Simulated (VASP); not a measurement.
# SiAs3 (F-43m) in VASP: relaxation of cell and atoms with PBE

Aim: the relaxation of cell and atoms of SiAs3 with PBE.

All numbers are computed with VASP 6.6.1; they aren't measurements. Logs are shortened: lines on timing, memory, paths and dates and some standing lists are left out, and cuts for length are marked.

## Step 1: The cell of the first run

The structure is cubic, space group F-43m (No. 216). Conventional cell: a = 8.958 Å, b = 8.958 Å, c = 8.958 Å, α = 90.00°, β = 90.00°, γ = 90.00°. Within 3.3 Å of Si (site symmetry -43m) lie 6 As at 2.51 Å. Si (site symmetry -43m) has 12 As at 3.18 Å and 4 Si at 3.88 Å within 4.2 Å. As (site symmetry 2mm) has 3 Si at 2.51 to 3.18 Å and 4 As at 2.78 Å within 3.3 Å.

The cell was generated, and may not be a known phase.

## Step 2: Relaxation of cell and atoms, PBE

INCAR

```
PREC = Accurate
ENCUT = 600
EDIFF = 1E-6
ISMEAR = 0
SIGMA = 0.1
LREAL = F
LASPH = T
NELM = 100
ALGO = Normal
ISIF = 3
LWAVE = F
LCHARG = F
GGA = PE
IBRION = 2
NSW = 100
EDIFFG = -0.01
```

KPOINTS

```
regular mesh
0
Gamma
  8 8 8
```

POSCAR

```
SiAs3
1.0
    0.0000000000      4.4791367185      4.4791367185
    4.4791367185      0.0000000000      4.4791367185
    4.4791367185      4.4791367185      0.0000000000
Si As
2 6
Direct
    0.5000000000      0.5000000000      0.5000000000
    0.2500000000      0.2500000000      0.2500000000
    0.2195230500      0.7804769500      0.7804769500
    0.7804769500      0.2195230500      0.2195230500
    0.7804769500      0.7804769500      0.2195230500
    0.2195230500      0.2195230500      0.7804769500
    0.2195230500      0.7804769500      0.2195230500
    0.7804769500      0.2195230500      0.7804769500
```

Potentials or basis: VASP PAW PBE potentials, release 64 (Si, As).

Command:

```console
> cat potpaw_PBE.64/Si/POTCAR potpaw_PBE.64/As/POTCAR > POTCAR
> mpirun -np 1 vasp_std > vasp.out
```

OUTCAR:

```text
PREC = Accurate
   ENCUT = 600
   EDIFF = 1E-6
   ISMEAR = 0
   LREAL = F
   LASPH = T
   NELM = 100
   ISIF = 3
   GGA = PE
   IBRION = 2
   NSW = 100
   EDIFFG = -0.01

 ion  position               nearest neighbor table
   1  0.500  0.500  0.500-   3 2.51   4 2.51   5 2.51   6 2.51   7 2.51   8 2.51
   2  0.250  0.250  0.250-
   3  0.220  0.780  0.780-   1 2.51   5 2.78   6 2.78   7 2.78   8 2.78
   4  0.780  0.220  0.220-   1 2.51   5 2.78   6 2.78   7 2.78   8 2.78
   5  0.780  0.780  0.220-   1 2.51   3 2.78   4 2.78   7 2.78   8 2.78
   6  0.220  0.220  0.780-   1 2.51   3 2.78   4 2.78   7 2.78   8 2.78
   7  0.220  0.780  0.220-   1 2.51   3 2.78   4 2.78   5 2.78   6 2.78
   8  0.780  0.220  0.780-   1 2.51   3 2.78   4 2.78   5 2.78   6 2.78

  LATTYP: Found a face centered cubic cell.
 ALAT       =     8.9582734370

  Lattice vectors:

 A1 = (   0.0000000000,   4.4791367185,   4.4791367185)
 A2 = (   4.4791367185,   0.0000000000,   4.4791367185)
 A3 = (   4.4791367185,   4.4791367185,   0.0000000000)

Analysis of symmetry for initial positions (statically):
=====================================================================
 Subroutine PRICEL returns:
 Original cell was already a primitive cell.

 Routine SETGRP: Setting up the symmetry group for a
 face centered cubic supercell.

 Subroutine GETGRP returns: Found 24 space group operations
 (whereof 24 operations were pure point group operations)
 out of a pool of 48 trial point group operations.

The static configuration has the point symmetry T_d .

Analysis of symmetry for dynamics (positions and initial velocities):
=====================================================================
 Subroutine PRICEL returns:
 Original cell was already a primitive cell.

 Routine SETGRP: Setting up the symmetry group for a
 face centered cubic supercell.

 Subroutine GETGRP returns: Found 24 space group operations
 (whereof 24 operations were pure point group operations)
 out of a pool of 48 trial point group operations.

The dynamic configuration has the point symmetry T_d .

 Subroutine INISYM returns: Found 24 space group operations
 (whereof 24 operations are pure point group operations),
 and found     1 'primitive' translations

----------------------------------------------------------------------------------------

                                     Primitive cell

  volume of cell :     179.7268

  direct lattice vectors                    reciprocal lattice vectors
     0.000000000  4.479136719  4.479136719    -0.111628653  0.111628653  0.111628653
     4.479136719  0.000000000  4.479136719     0.111628653 -0.111628653  0.111628653
     4.479136719  4.479136719  0.000000000     0.111628653  0.111628653 -0.111628653

  length of vectors
     6.334455895  6.334455895  6.334455895     0.193346499  0.193346499  0.193346499

  position of ions in fractional coordinates (direct lattice)
     0.500000000  0.500000000  0.500000000
     0.250000000  0.250000000  0.250000000
     0.219523050  0.780476950  0.780476950
     0.780476950  0.219523050  0.219523050
     0.780476950  0.780476950  0.219523050
     0.219523050  0.219523050  0.780476950
     0.219523050  0.780476950  0.219523050
     0.780476950  0.219523050  0.780476950

  ion indices of the primitive-cell ions
   primitive index   ion index
                 1           1
                 2           2
                 3           3
                 4           4
                 5           5
                 6           6
                 7           7
                 8           8

----------------------------------------------------------------------------------------

 KPOINTS: regular mesh

Automatic generation of k-mesh.
 Grid dimensions read from file:
 generate k-points for:    8    8    8

 Generating k-lattice:

  Cartesian coordinates                     Fractional coordinates (reciprocal lattice)
    -0.013953582  0.013953582  0.013953582     0.125000000  0.000000000  0.000000000
     0.013953582 -0.013953582  0.013953582     0.000000000  0.125000000  0.000000000
     0.013953582  0.013953582 -0.013953582     0.000000000  0.000000000  0.125000000

  Length of vectors
     0.024168312  0.024168312  0.024168312

  Shift w.r.t. Gamma in fractional coordinates (k-lattice)
     0.000000000  0.000000000  0.000000000

 Subroutine IBZKPT returns following result:
 ===========================================

 Found     29 irreducible k-points:

 Following reciprocal coordinates:
            Coordinates               Weight
  0.000000  0.000000  0.000000      1.000000
  0.125000  0.000000  0.000000      8.000000
  0.250000  0.000000  0.000000      8.000000
  0.375000  0.000000  0.000000      8.000000
  0.500000  0.000000  0.000000      4.000000
  0.125000  0.125000  0.000000      6.000000
[... 16 lines left out ...]
  0.500000  0.250000  0.125000     48.000000
 -0.375000  0.250000  0.125000     24.000000
 [... further k-points ...]
   k-points           NKPTS =     29   k-points in BZ     NKDIM =     29   number of bands    NBANDS=     24
   number of dos      NEDOS =    301   number of ions     NIONS =      8
   total plane-waves  NPLWV = 157464
   dimension x,y,z NGX =    54 NGY =   54 NGZ =   54
   dimension x,y,z NGXF=   108 NGYF=  108 NGZF=  108
   ions per type =               2   6
   NGX,Y,Z   is equivalent  to a cutoff of  14.17, 14.17, 14.17 a.u.
   NGXF,Y,Z  is equivalent  to a cutoff of  28.34, 28.34, 28.34 a.u.
 SYSTEM =  unknown system
   PREC   = accura    normal or accurate (medium, high low for compatibility)
   ISTART =      0    job   : 0-new  1-cont  2-samecut
   ICHARG =      2    charge: 1-file 2-atom 10-const
   ISPIN  =      1    spin polarized calculation?
   LNONCOLLINEAR =      F non collinear calculations
   LSORBIT =      F    spin-orbit coupling
   LASPH  =      T    aspherical Exc in radial PAW
   ENCUT  =  600.0 eV  44.10 Ry    6.64 a.u.  12.65 12.65 12.65*2*pi/ulx,y,z
   NELM   =    100;   NELMIN=  2; NELMDL= -5     # of ELM steps
   EDIFF  = 0.1E-05   stopping-criterion for ELM
   LREAL  =      F    real-space projection
   EDIFFG = -.1E-01   stopping-criterion for IOM
   NSW    =    100    number of steps for IOM
   IBRION =      2    ionic relax: 0-MD 1-quasi-New 2-CG
   NFREE  =      1    steps in history (QN), initial steepest desc. (CG)
   ISIF   =      3    stress and relaxation
   ISYM   =      2    0-nonsym 1-usesym 2-fastsym
   POTIM  = 0.5000    time-step for ionic-motion
   TEBEG  =    0.0;   TEEND  =   0.0 temperature during run
   PSTRESS=    0.0 pullay stress
   NELECT =      38.0000    total number of electrons
   NUPDOWN=      -1.0000    fix difference up-down
   EMIN   =  10.00;   EMAX   =-10.00  energy-range for DOS
   EFERMI =   0.00;   METHOD = LEGACY
   ISMEAR =     0;   SIGMA  =   0.10  broadening in eV -4-tet -1-fermi 0-gaus
   EFERMI_NEDOS =   21; number of points for ismear=-14 and -15
   IALGO  =     38    algorithm
   IMIX   =      4    mixing-type and parameters
     AMIX     =   0.40;   BMIX     =  1.00
     AMIX_MAG =   1.60;   BMIX_MAG =  1.00
  volume/ion in A,a.u.               =      22.47       151.61
  Fermi-wavevector in a.u.,A,eV,Ry     =   0.975285  1.843022 12.941611  0.951182
  Thomas-Fermi vector in A             =   2.105813
   LORBIT       =      0    0 simple, 1 ext, 2 COOP (PROOUT), +10 PAW based schemes
   GGA     = PE    functional components
   LHFCALC =     F    Hartree Fock is set to
   AEXX    =    0.0000 exact exchange contribution
   IVDW    =     0    specifies the selected vdW correction
   LEPSILON=     F    determine dielectric tensor
   LRPA    =     F    only Hartree local field effects (RPA)
 conjugate gradient relaxation of ions
 non-spin polarized calculation
 Gauss-broadening in eV      SIGMA  =   0.10
  energy-cutoff  :      600.00
  volume of cell :      179.73
 maximum number of plane-waves:      6022
 NGX is ok and might be reduce to    54
   NGX = 25   NGY = 25   NGZ = 25

--------------------------------------- Ionic step        1  -------------------------------------------

 number of electron      38.0000001 magnetization

 Free energy of the ion-electron system (eV)
  ---------------------------------------------------
  ext. energy  EPLUGINS =         0.00000000
  ---------------------------------------------------
  free energy    TOTEN  =       -33.83857499 eV

  energy without entropy =      -33.81572199  energy(sigma->0) =      -33.82714849

------------------------ aborting loop because EDIFF is reached ----------------------------------------

  FORCE on cell =-STRESS in cart. coord.  units (eV):
  Direction    XX          YY          ZZ          XY          YZ          ZX
  --------------------------------------------------------------------------------------
  -------------------------------------------------------------------------------------
  Total       -0.0168646     -0.0168646     -0.0168646     -0.0000000      0.0000000      0.0000000
  in kB       -0.1503397     -0.1503397     -0.1503397     -0.0000000      0.0000000      0.0000000
  external PRESSURE =      -0.1503397 kB  Pullay stress =       0.0000000 kB
[... 153 lines left out ...]
  energy  without entropy=      -33.8205815315  energy(sigma->0) =      -33.83192247

--------------------------------------- Ionic step        5  -------------------------------------------

 number of electron      37.9999999 magnetization

 Free energy of the ion-electron system (eV)
  ---------------------------------------------------
  ext. energy  EPLUGINS =         0.00000000
  ---------------------------------------------------
  free energy    TOTEN  =       -33.84331610 eV

  energy without entropy =      -33.82061455  energy(sigma->0) =      -33.83196532

 E-fermi :   5.0074     XC(G=0):  -9.6052

 val. band max:        4.9982764477   @ k =   0.5000   0.2500   0.1250
 cond. band min:       5.0282492643   @ k =   0.1250   0.0000   0.0000
 fundamental gap:      0.0299728166
 Fermi energy:         5.0073908074

 k-point     1 :       0.0000    0.0000    0.0000
  band No.  band energies     occupation
      1      -9.4363      2.00000
      2      -6.0594      2.00000
      3      -6.0594      2.00000
      4      -6.0594      2.00000
      5      -4.4269      2.00000
      6      -4.1367      2.00000
[... 637 lines left out ...]
     23       5.9805      0.00000
     24       6.3364      0.00000

 [... further k-points ...]

------------------------ aborting loop because EDIFF is reached ----------------------------------------

  FORCE on cell =-STRESS in cart. coord.  units (eV):
  Direction    XX          YY          ZZ          XY          YZ          ZX
  --------------------------------------------------------------------------------------
  -------------------------------------------------------------------------------------
  Total        0.0008462      0.0008462      0.0008462     -0.0000000     -0.0000000      0.0000000
  in kB        0.0075733      0.0075733      0.0075733     -0.0000000     -0.0000000      0.0000000
  external PRESSURE =       0.0075733 kB  Pullay stress =       0.0000000 kB
[... 23 lines left out ...]
  FREE ENERGIE OF THE ION-ELECTRON SYSTEM (eV)
  ---------------------------------------------------
  free  energy   TOTEN  =       -33.8433160958 eV

  energy  without entropy=      -33.8206145494  energy(sigma->0) =      -33.83196532

 reached required accuracy - stopping structural energy minimisation
```

Wall time 5.8 min (1 thread of AMD EPYC 9R45 (Zen 5), shared host); peak memory 0.45 GiB.

What came out:

```
Free energy                           : -33.8433 eV
Relaxed volume                        : 22.38 Å³/atom
Relaxed cell                          : a = 6.326 Å, b = 6.326 Å, c = 6.326 Å, α = 60.00°, β = 60.00°, γ = 60.00°
Space group after relaxing (to 0.1 Å) : F-43m (No. 216)
Energy gained by relaxing             : 0.6 meV/atom
Ionic steps                           : 5
Pressure after relaxing               : 0.0 GPa
Band gap on the k mesh                : zero (bands 19 and 20 overlap by 1.33 eV)
```

Forces on the atoms (eV/Å):
```
Si   0.000  0.000  0.000
Si   0.000  0.000  0.000
As   0.002  0.000  0.000
As  -0.002  0.000  0.000
As   0.000  0.000  0.002
As   0.000  0.000 -0.002
As   0.000 -0.002  0.000
As   0.000  0.002  0.000
```

The path:
```tsv
step	energy change (eV)	largest force (eV/Å)	pressure (GPa)	volume (Å³)
1	0.0000	0.1229	-0.02	179.73
2	-0.0033	0.0607	-0.10	179.67
3	-0.0044	0.0035	-0.18	179.61
4	-0.0047	0.0021	0.07	178.79
5	-0.0047	0.0023	0.00	179.02
```

Final structure:
```xyz
8
Lattice="0.0000 4.4733 4.4733 4.4733 0.0000 4.4733 4.4733 4.4733 0.0000" Properties=species:S:1:pos:R:3 pbc="T T T"
Si    4.4733    4.4733    4.4733
Si    2.2366    2.2366    2.2366
As    6.9695    4.4733    4.4733
As    1.9771    4.4733    4.4733
As    4.4733    4.4733    6.9695
As    4.4733    4.4733    1.9771
As    4.4733    1.9771    4.4733
As    4.4733    6.9695    4.4733
```

The gap in the log of VASP goes by the Fermi energy; the results here count the filled bands.